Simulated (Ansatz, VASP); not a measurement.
**One calculation of BN, two programs**

Contents of INCAR:

```
SYSTEM = BN
PREC = Accurate
ENCUT = 600
EDIFF = 1E-6
ISMEAR = 0
SIGMA = 0.1
LREAL = .FALSE.
LASPH = .TRUE.
NELM = 80
ALGO = Normal
ISIF = 3
LWAVE = .FALSE.
LCHARG = .FALSE.
GGA = PE
IBRION = 2
NSW = 100
EDIFFG = -0.01
```

KPOINTS

```
Automatic mesh
0
G
  6 6 14
  0 0 0
```

The input POSCAR:

```
BN
1.0
    6.3978521681      0.0000000000      0.0000000000
   -3.1989260841      5.5407025072      0.0000000000
    0.0000000000      0.0000000000      2.5098775927
B N
4 4
Direct
    0.5336500862      0.0673001723      0.0000000000
    0.9326998277      0.4663499138      0.0000000000
    0.5336500862      0.4663499138      0.0000000000
    0.3333333333      0.6666666667      0.5000000000
    0.4680816674      0.9361633348      0.5000000000
    0.0638366652      0.5319183326      0.5000000000
    0.4680816674      0.5319183326      0.5000000000
    0.6666666667      0.3333333333      0.0000000000
```

Input for Ansatz:

```yaml
crystal:
  lattice:
    - [6.3978521681, 0.0, 0.0]
    - [-3.1989260841, 5.5407025072, 0.0]
    - [0.0, 0.0, 2.5098775927]
  atoms:
    - { symbol: B, position: [0.5336500862, 0.0673001723, 0.0] }
    - { symbol: B, position: [0.9326998277, 0.4663499138, 0.0] }
    - { symbol: B, position: [0.5336500862, 0.4663499138, 0.0] }
    - { symbol: B, position: [0.3333333333, 0.6666666667, 0.5] }
    - { symbol: "N", position: [0.4680816674, 0.9361633348, 0.5] }
    - { symbol: "N", position: [0.0638366652, 0.5319183326, 0.5] }
    - { symbol: "N", position: [0.4680816674, 0.5319183326, 0.5] }
    - { symbol: "N", position: [0.6666666667, 0.3333333333, 0.0] }
basis:
  ecutwfc: 420
kpoints:
  mp_grid: { grid: [6, 6, 14] }
hamiltonian:
  xc: pbe
scf:
  occupations: { method: gaussian, width: 0.1 }
output:
  forces: true
  stress: true
  eigenvalues: true
  write_density: true
  write_potential: true
  elf: true
  volumetric_format: npy
relax:
  adjacent_minimum: "off"
  f_tol: 0.01
  max_steps: 80
  cell: { stress_tol: 0.05 }
```

Alike in both runs: task relaxation of cell and atoms; functional PBE; k mesh 6 × 6 × 14; occupations gaussian, width 0.1 eV; no spin polarisation.

|  | VASP | Ansatz |
| --- | --- | --- |
| version | VASP 6.6.1 | Ansatz 0.2.0 |
| potentials or method | VASP PAW PBE potentials, release 64 (B, N), cutoff 600 eV | scalar-relativistic, plane waves, PAW |
| valence electrons in the cell | 32 | 32 |

Ansatz gave:

```
gap on the k mesh at the Fermi level, each at its own relaxed structure (eV) : none
relaxed volume (Å³/atom)                                                     : 11.13
relaxed cell length with the largest relative difference (Å)                 : 6.400
```

Estimate VASP's values.

gap on the k mesh at the Fermi level, each at its own relaxed structure (eV): none; relaxed volume (Å³/atom): 11.12; relaxed cell length with the largest relative difference (Å): 6.398.

A gap of «none» marks a metal or a gap that the smearing closes. Ansatz's warnings: xc potential rough in thin density.
